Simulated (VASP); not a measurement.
SiC:

```
Si C
1.0
     3.07536    0.00000    0.00000
    -1.53768    2.66334    0.00000
     0.00000    0.00000    5.04811
Si C
2 2
Direct
  0.33333 0.66667 0.49959
  0.66667 0.33333 0.99959
  0.33333 0.66667 0.87541
  0.66667 0.33333 0.37541
```

Base run:

```yaml
Program: VASP 6.6.1
Functional: r2SCAN
Potentials_or_basis: VASP PAW PBE potentials, release 64 (Si, C)
Cutoff: 520 eV
k_mesh: 12 × 12 × 6
Occupations: gaussian, width 0.01 eV
Spin: no spin polarisation
```

Its results: band gap on the k mesh 2.66 eV, indirect (least direct gap 4.48 eV); pressure -0.2 GPa.

The run is repeated on the same cell with these changes: functional from r2SCAN to PBE; further incar settings from ALGO = Normal; EDIFF = 1e-07; NBANDS = 16 to ALGO = Normal; EDIFF = 1e-06; NBANDS = 16. What comes out?

Band gap on the k mesh 2.27 eV, indirect (least direct gap 3.97 eV); pressure 3.5 GPa.

Caveats: the PAW data sets were made with another functional, which shifts forces and pressure a little (some runs).

A k mesh can miss the band edges.
